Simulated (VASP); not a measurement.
A run of VASP 6.6.1 is set up as follows.

INCAR

```
  PREC = Accurate
  ENCUT = 520
  EDIFF = 1E-8
  ISMEAR = -1
  SIGMA = 0.08
  LREAL = F
  LASPH = T
  NELM = 100
  ALGO = Normal
  ISIF = 2
  LWAVE = F
  LCHARG = F
  GGA = PE
  LEFG = T
  NBANDS = 16
```

File KPOINTS:

```
Automatic mesh
0
Gamma
  10 10 10
```

The input POSCAR:

```
Te
1.0
    4.2341000000     -2.3712000000      0.0000000000
    4.2341000000      2.3712000000      0.0000000000
   -0.1304500000      0.0000000000      3.9573500000
Te
3
Direct
    0.6760000000      0.6760000000      0.6750000000
    0.3240000000      0.3240000000      0.3250000000
    0.0000000000      0.0000000000      0.0000000000
```

Potentials or basis: VASP PAW PBE potentials, release 64 (Te).

Run with:

```bash
$ cat potpaw_PBE.64/Te/POTCAR > POTCAR
$ mpirun -np 1 vasp_std > vasp.out
```

Task: Estimate the pressure.

Result: 9.3 GPa.

Task: Predict the largest force.

Result: 0.473 eV/Å.

Stress tensor (GPa, compression positive):
```
9.03 0.00 1.02
0.00 9.07 0.00
1.02 0.00 9.94
```

Caveat: without QUAD_EFG the Cq values of the log hold for a quadrupole moment of 1 mb, not for the nuclei.
